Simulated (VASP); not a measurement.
# Nb (I4/mmm) in VASP: notebook

Nb is run at these levels: PBEsol; tasks: electric field gradients.

Everything below comes from runs of VASP 6.6.1. Logs are shortened: lines on timing, memory, paths and dates and some standing lists are left out, and cuts for length are marked.

## 1. The cell of the first run

The structure is tetragonal, space group I4/mmm (No. 139). Conventional cell: a = 2.991 Å, b = 2.991 Å, c = 4.315 Å, α = 90.00°, β = 90.00°, γ = 90.00°. Nb (site symmetry 4/mmm) has 12 Nb at 2.99 to 3.02 Å within 3.9 Å.

## 2. Electric field gradients, PBEsol (zz strain of +2 %)

Input file INCAR:

```
  PREC = Accurate
  ENCUT = 520
  EDIFF = 1E-8
  ISMEAR = -1
  SIGMA = 0.08
  LREAL = False
  LASPH = True
  NELM = 80
  ALGO = Normal
  ISIF = 2
  LWAVE = False
  LCHARG = False
  GGA = PS
  LEFG = True
  NBANDS = 12
```

Input file KPOINTS:

```
regular mesh
0
Gamma
  13 13 13
```

Input file POSCAR:

```
Nb
1.0
    0.0000000000      2.1150000000      2.1573000000
    2.1150000000      0.0000000000      2.1573000000
    2.1150000000      2.1150000000      0.0000000000
Nb
1
Direct
    0.0000000000      0.0000000000      0.0000000000
```

Potentials or basis: VASP PAW PBE potentials, release 64 (Nb_sv).

The run is started by

```console
$ cat potpaw_PBE.64/Nb_sv/POTCAR > POTCAR
$ mpirun -np 1 vasp_std > vasp.out
```

OUTCAR:

```text
PREC = Accurate
   ENCUT = 520
   EDIFF = 1E-8
   ISMEAR = -1
   LREAL = False
   LASPH = True
   NELM = 80
   ISIF = 2
   GGA = PS

 ion  position               nearest neighbor table
   1  0.000  0.000  0.000-

  LATTYP: Found a body centered tetragonal cell.
 ALAT       =     2.9910616844
 C/A-ratio  =     1.4424978336

  Lattice vectors:

 A1 = (  -2.1150000000,   0.0000000000,   2.1573000000)
 A2 = (   2.1150000000,   0.0000000000,   2.1573000000)
 A3 = (   0.0000000000,   2.1150000000,  -2.1573000000)

Analysis of symmetry for initial positions (statically):
=====================================================================
 Subroutine PRICEL returns:
 Original cell was already a primitive cell.

 Routine SETGRP: Setting up the symmetry group for a
 body centered tetragonal supercell.

 Subroutine GETGRP returns: Found 16 space group operations
 (whereof 16 operations were pure point group operations)
 out of a pool of 16 trial point group operations.

The static configuration has the point symmetry D_4h.

Analysis of symmetry for dynamics (positions and initial velocities):
=====================================================================
 Subroutine PRICEL returns:
 Original cell was already a primitive cell.

 Routine SETGRP: Setting up the symmetry group for a
 body centered tetragonal supercell.

 Subroutine GETGRP returns: Found 16 space group operations
 (whereof 16 operations were pure point group operations)
 out of a pool of 16 trial point group operations.

The dynamic configuration has the point symmetry D_4h.

 Subroutine INISYM returns: Found 16 space group operations
 (whereof 16 operations are pure point group operations),
 and found     1 'primitive' translations

----------------------------------------------------------------------------------------

                                     Primitive cell

  volume of cell :      19.3002

  direct lattice vectors                    reciprocal lattice vectors
     0.000000000  2.115000000  2.157300000    -0.236406619  0.236406619  0.231771195
     2.115000000  0.000000000  2.157300000     0.236406619 -0.236406619  0.231771195
     2.115000000  2.115000000  0.000000000     0.236406619  0.236406619 -0.231771195

  length of vectors
     3.021120370  3.021120370  2.991061684     0.406809619  0.406809619  0.406809619

  position of ions in fractional coordinates (direct lattice)
     0.000000000  0.000000000  0.000000000

  ion indices of the primitive-cell ions
   primitive index   ion index
                 1           1

----------------------------------------------------------------------------------------

 KPOINTS: regular mesh

Automatic generation of k-mesh.
 Grid dimensions read from file:
 generate k-points for:   13   13   13

 Generating k-lattice:

  Cartesian coordinates                     Fractional coordinates (reciprocal lattice)
    -0.018185125  0.018185125  0.017828553     0.076923077  0.000000000  0.000000000
     0.018185125 -0.018185125  0.017828553     0.000000000  0.076923077  0.000000000
     0.018185125  0.018185125 -0.017828553     0.000000000  0.000000000  0.076923077

  Length of vectors
     0.031293048  0.031293048  0.031293048

  Shift w.r.t. Gamma in fractional coordinates (k-lattice)
     0.000000000  0.000000000  0.000000000

 Subroutine IBZKPT returns following result:
 ===========================================

 Found    196 irreducible k-points:

 Following reciprocal coordinates:
            Coordinates               Weight
  0.000000  0.000000  0.000000      1.000000
  0.076923  0.000000  0.000000      8.000000
  0.153846  0.000000  0.000000      8.000000
  0.230769  0.000000  0.000000      8.000000
  0.307692  0.000000  0.000000      8.000000
  0.384615 -0.000000  0.000000      8.000000
[... 16 lines left out ...]
  0.384615  0.153846  0.000000      8.000000
  0.461538  0.153846  0.000000      8.000000
 [... further k-points ...]
   k-points           NKPTS =    196   k-points in BZ     NKDIM =    196   number of bands    NBANDS=     12
   number of dos      NEDOS =    301   number of ions     NIONS =      1
   total plane-waves  NPLWV =  13824
   dimension x,y,z NGX =    24 NGY =   24 NGZ =   24
   dimension x,y,z NGXF=    48 NGYF=   48 NGZF=   48
   ions per type =               1
   NGX,Y,Z   is equivalent  to a cutoff of  13.21, 13.21, 13.34 a.u.
   NGXF,Y,Z  is equivalent  to a cutoff of  26.41, 26.41, 26.68 a.u.
 SYSTEM =  unknown system
   PREC   = accura    normal or accurate (medium, high low for compatibility)
   ISTART =      0    job   : 0-new  1-cont  2-samecut
   ICHARG =      2    charge: 1-file 2-atom 10-const
   ISPIN  =      1    spin polarized calculation?
   LNONCOLLINEAR =      F non collinear calculations
   LSORBIT =      F    spin-orbit coupling
   LASPH  =      T    aspherical Exc in radial PAW
   ENCUT  =  520.0 eV  38.22 Ry    6.18 a.u.   5.62  5.62  5.56*2*pi/ulx,y,z
   NELM   =     80;   NELMIN=  2; NELMDL= -5     # of ELM steps
   EDIFF  = 0.1E-07   stopping-criterion for ELM
   LREAL  =      F    real-space projection
   EDIFFG = 0.1E-06   stopping-criterion for IOM
   NSW    =      0    number of steps for IOM
   IBRION =     -1    ionic relax: 0-MD 1-quasi-New 2-CG
   NFREE  =      0    steps in history (QN), initial steepest desc. (CG)
   ISIF   =      2    stress and relaxation
   ISYM   =      2    0-nonsym 1-usesym 2-fastsym
   POTIM  = 0.5000    time-step for ionic-motion
   TEBEG  =    0.0;   TEEND  =   0.0 temperature during run
   PSTRESS=    0.0 pullay stress
   NELECT =      13.0000    total number of electrons
   NUPDOWN=      -1.0000    fix difference up-down
   EMIN   =  10.00;   EMAX   =-10.00  energy-range for DOS
   EFERMI =   0.00;   METHOD = LEGACY
   ISMEAR =    -1;   SIGMA  =   0.08  broadening in eV -4-tet -1-fermi 0-gaus
   EFERMI_NEDOS =   21; number of points for ismear=-14 and -15
   IALGO  =     38    algorithm
   IMIX   =      4    mixing-type and parameters
     AMIX     =   0.40;   BMIX     =  1.00
     AMIX_MAG =   1.60;   BMIX_MAG =  1.00
  volume/ion in A,a.u.               =      19.30       130.24
  Fermi-wavevector in a.u.,A,eV,Ry     =   1.435056  2.711863 28.019645  2.059386
  Thomas-Fermi vector in A             =   2.554397
   LORBIT       =      0    0 simple, 1 ext, 2 COOP (PROOUT), +10 PAW based schemes
   GGA     = PS    functional components
   LHFCALC =     F    Hartree Fock is set to
   AEXX    =    0.0000 exact exchange contribution
   IVDW    =     0    specifies the selected vdW correction
   LEPSILON=     F    determine dielectric tensor
   LRPA    =     F    only Hartree local field effects (RPA)
 non-spin polarized calculation
  energy-cutoff  :      520.00
  volume of cell :       19.30
 maximum number of plane-waves:       540
   NGX = 11   NGY = 11   NGZ = 11

 number of electron      13.0000000 magnetization

 Free energy of the ion-electron system (eV)
  ---------------------------------------------------
  ext. energy  EPLUGINS =         0.00000000
  ---------------------------------------------------
  free energy    TOTEN  =       -10.58723705 eV

  energy without entropy =      -10.55408485  energy(sigma->0) =      -10.57066095

 E-fermi :  10.4299     XC(G=0): -12.2779

 val. band max:       10.4246157719   @ k =   0.3846  -0.0000   0.0000
 cond. band min:      10.4314742313   @ k =   0.4615  -0.0000   0.1538
 fundamental gap:      0.0068584594
 Fermi energy:        10.4299107690

 k-point     1 :       0.0000    0.0000    0.0000
  band No.  band energies     occupation
      1     -44.2809      2.00000
      2     -19.7393      2.00000
      3     -19.7353      2.00000
      4     -19.7353      2.00000
      5       4.2684      2.00000
      6      10.4209      1.05655
      7      10.6463      0.12542
      8      10.6463      0.12542
      9      12.9052      0.00000
     10      13.2078      0.00000
     11      22.2545      0.00000
     12      26.4952      0.00000

 k-point     2 :       0.0769    0.0000    0.0000
  band No.  band energies     occupation
      1     -44.2711      2.00000
      2     -19.8033      2.00000
      3     -19.7472      2.00000
      4     -19.7427      2.00000
      5       4.4817      2.00000
      6      10.3682      1.36790
      7      10.6324      0.14740
      8      10.7437      0.03882
      9      12.8311      0.00000
     10      13.1162      0.00000
     11      22.6773      0.00000
     12      25.9680      0.00000
[... 316 lines left out ...]
 k-point    24 :       0.4615    0.1538    0.0000
  band No.  band energies     occupation
      1     -44.1053      2.00000
      2     -20.6868      2.00000
      3     -20.0144      2.00000
      4     -19.9194      2.00000
      5       7.3105      2.00000
      6       9.4352      1.99999
      7      10.3516      1.45370
      8      11.2946      0.00004
      9      14.9877      0.00000
     10      15.4351      0.00000
     11      20.8722      0.00000
     12      23.7290      0.00000

 [... further k-points ...]

------------------------ aborting loop because EDIFF is reached ----------------------------------------

  FORCE on cell =-STRESS in cart. coord.  units (eV):
  Direction    XX          YY          ZZ          XY          YZ          ZX
  --------------------------------------------------------------------------------------
  -------------------------------------------------------------------------------------
  Total       -1.3660142     -1.3660142     -0.8313675      0.0000000      0.0000000      0.0000000
  in kB     -113.3977726   -113.3977726    -69.0148154      0.0000000      0.0000000      0.0000000
  external PRESSURE =     -98.6034535 kB  Pullay stress =       0.0000000 kB

 VOLUME and BASIS-vectors are now :
 -----------------------------------------------------------------------------
  energy-cutoff  :      520.00
  volume of cell :       19.30
      direct lattice vectors                 reciprocal lattice vectors
     0.000000000  2.115000000  2.157300000    -0.236406619  0.236406619  0.231771195
     2.115000000  0.000000000  2.157300000     0.236406619 -0.236406619  0.231771195
     2.115000000  2.115000000  0.000000000     0.236406619  0.236406619 -0.231771195

 POSITION                                       TOTAL-FORCE (eV/Angst)
 -----------------------------------------------------------------------------------
      0.00000      0.00000      0.00000         0.000000      0.000000      0.000000
 -----------------------------------------------------------------------------------
    total drift:                               -0.000000      0.000000     -0.000000

  FREE ENERGIE OF THE ION-ELECTRON SYSTEM (eV)
  ---------------------------------------------------
  free  energy   TOTEN  =       -10.5872370462 eV

  energy  without entropy=      -10.5540848516  energy(sigma->0) =      -10.57066095

 Electric field gradients (V/A^2)
---------------------------------------------------------------------
 ion       V_xx      V_yy      V_zz      V_xy      V_xz      V_yz
---------------------------------------------------------------------
   1       5.050     5.050   -10.100     0.000     0.000     0.000
---------------------------------------------------------------------

 Electric field gradients after diagonalization (V/A^2)
 (convention: |V_zz| > |V_xx| > |V_yy|)
----------------------------------------------------------------------
 ion       V_xx      V_yy      V_zz     asymmetry (V_yy - V_xx)/ V_zz
----------------------------------------------------------------------
   1       5.050     5.050   -10.100       0.000
----------------------------------------------------------------------

           NMR quadrupolar parameters

 Cq : quadrupolar parameter    Cq=e*Q*V_zz/h
 eta: asymmetry parameters     (V_yy - V_xx)/ V_zz
 Q  : nuclear electric quadrupole moment in mb (millibarn)
----------------------------------------------------------------------
 ion       Cq(MHz)       eta       Q (mb)
----------------------------------------------------------------------
   1      -0.024       0.000       1.000
----------------------------------------------------------------------
```

Run time: 14 s. Hardware: 1 thread of Intel Xeon 6975P-C (Granite Rapids), shared host; peak memory 0.16 GiB.

What came out:

```yaml
Free_energy: -10.5872 eV
Pressure: -9.9 GPa
```

Stress tensor (GPa, compression positive):
```
-11.34   0.00   0.00
  0.00 -11.34   0.00
  0.00   0.00  -6.90
```

Levels at points of the mesh, in eV from the Fermi level:
```csv
k point,band 4,band 5,band 6,band 7,band 8,band 9
"(0.00, 0.00, 0.00)",-30.17,-6.16,-0.01,0.22,0.22,2.48
```

Electric field gradients, principal values (V/Å²):
```csv
atom,least,middle,greatest (by size)
1 Nb,5.050,5.050,-10.100
```

Caveat: the cell differs from its parent crystal (zz strain of +2 %); without QUAD_EFG the Cq values of the log hold for a quadrupole moment of 1 mb, not for the nuclei; the PAW data sets were made with another functional, which shifts forces and pressure a little.

## 3. Electric field gradients, PBEsol (zz strain of +2 %)

Input file INCAR:

```
SYSTEM = Nb
PREC     = Accurate       ! precision mode
ENCUT    = 520            ! plane-wave cutoff, eV
EDIFF    = 1E-8           ! SCF threshold, eV
ISMEAR   = -1             ! smearing method
SIGMA    = 0.08           ! smearing width, eV
LREAL    = .False.        ! projectors in reciprocal space
LASPH    = .True.         ! aspherical terms in the spheres
NELM     = 100            ! most SCF steps
ALGO     = Normal         ! electronic algorithm
ISIF     = 2              ! what is computed and relaxed
LWAVE    = .False.        ! write WAVECAR
LCHARG   = .False.        ! write CHGCAR
GGA      = PS             ! functional
LEFG     = .True.       
NBANDS   = 12             ! bands
```

Input file KPOINTS:

```
Automatic mesh
0
Gamma
  13 13 13
  0 0 0
```

POSCAR is that of step 2.

Potentials or basis: VASP PAW PBE potentials, release 64 (Nb_sv).

The run is started by

```console
$ cat potpaw_PBE.64/Nb_sv/POTCAR > POTCAR
$ mpirun -np 1 vasp_std > vasp.out
```

OUTCAR:

```text
SYSTEM = Nb
   PREC = Accurate
   ENCUT = 520
   EDIFF = 1E-8
   ISMEAR = -1
   LREAL = .False.
   LASPH = .True.
   NELM = 100
   ISIF = 2
   GGA = PS

 ion  position               nearest neighbor table
   1  0.000  0.000  0.000-

  LATTYP: Found a body centered tetragonal cell.
 ALAT       =     2.9910616844
 C/A-ratio  =     1.4424978336

  Lattice vectors:

 A1 = (  -2.1150000000,   0.0000000000,   2.1573000000)
 A2 = (   2.1150000000,   0.0000000000,   2.1573000000)
 A3 = (   0.0000000000,   2.1150000000,  -2.1573000000)

Analysis of symmetry for initial positions (statically):
=====================================================================
 Subroutine PRICEL returns:
 Original cell was already a primitive cell.

 Routine SETGRP: Setting up the symmetry group for a
 body centered tetragonal supercell.

 Subroutine GETGRP returns: Found 16 space group operations
 (whereof 16 operations were pure point group operations)
 out of a pool of 16 trial point group operations.
[... 540 lines left out ...]
 -----------------------------------------------------------------------------
  energy-cutoff  :      520.00
  volume of cell :       19.30
      direct lattice vectors                 reciprocal lattice vectors
     0.000000000  2.115000000  2.157300000    -0.236406619  0.236406619  0.231771195
     2.115000000  0.000000000  2.157300000     0.236406619 -0.236406619  0.231771195
     2.115000000  2.115000000  0.000000000     0.236406619  0.236406619 -0.231771195

 POSITION                                       TOTAL-FORCE (eV/Angst)
 -----------------------------------------------------------------------------------
      0.00000      0.00000      0.00000         0.000000      0.000000      0.000000
 -----------------------------------------------------------------------------------
    total drift:                               -0.000000      0.000000     -0.000000

  FREE ENERGIE OF THE ION-ELECTRON SYSTEM (eV)
  ---------------------------------------------------
  free  energy   TOTEN  =       -10.5872370462 eV

  energy  without entropy=      -10.5540848516  energy(sigma->0) =      -10.57066095

 Electric field gradients (V/A^2)
---------------------------------------------------------------------
 ion       V_xx      V_yy      V_zz      V_xy      V_xz      V_yz
---------------------------------------------------------------------
   1       5.050     5.050   -10.100     0.000     0.000     0.000
---------------------------------------------------------------------

 Electric field gradients after diagonalization (V/A^2)
 (convention: |V_zz| > |V_xx| > |V_yy|)
----------------------------------------------------------------------
 ion       V_xx      V_yy      V_zz     asymmetry (V_yy - V_xx)/ V_zz
----------------------------------------------------------------------
   1       5.050     5.050   -10.100       0.000
----------------------------------------------------------------------

           NMR quadrupolar parameters

 Cq : quadrupolar parameter    Cq=e*Q*V_zz/h
 eta: asymmetry parameters     (V_yy - V_xx)/ V_zz
 Q  : nuclear electric quadrupole moment in mb (millibarn)
----------------------------------------------------------------------
 ion       Cq(MHz)       eta       Q (mb)
----------------------------------------------------------------------
   1      -0.024       0.000       1.000
----------------------------------------------------------------------
```

stdout:

```text
POSCAR found type information on POSCAR Nb
 POSCAR found :  1 types and       1 ions
 scaLAPACK will be used
 -----------------------------------------------------------------------------
|                                                                             |
|                                                                             |
|     You enforced a specific xc type in the INCAR file but a different       |
|     I HOPE YOU KNOW WHAT YOU ARE DOING!                                     |
|                                                                             |
 -----------------------------------------------------------------------------

 LDA part: xc-table for (Slater+PW92), standard interpolation
 POSCAR, INCAR and KPOINTS ok, starting setup
 FFT: planning ... GRIDC
 FFT: planning ... GRID_SOFT
 FFT: planning ... GRID
 WAVECAR not read
 entering main loop
ion   1
```

Wall time 14 s (1 thread of Intel Xeon 6975P-C (Granite Rapids), shared host); peak memory 0.17 GiB.

Results:

* Free energy: -10.5872 eV
* Pressure: -9.9 GPa

Electric field gradients, principal values (V/Å²):
```tsv
atom	least	middle	greatest (by size)
1 Nb	5.050	5.050	-10.100
```

Caveat: the cell differs from its parent crystal (zz strain of +2 %); without QUAD_EFG the Cq values of the log hold for a quadrupole moment of 1 mb, not for the nuclei; the PAW data sets were made with another functional, which shifts forces and pressure a little.

(Continued in part 2 of 2.)
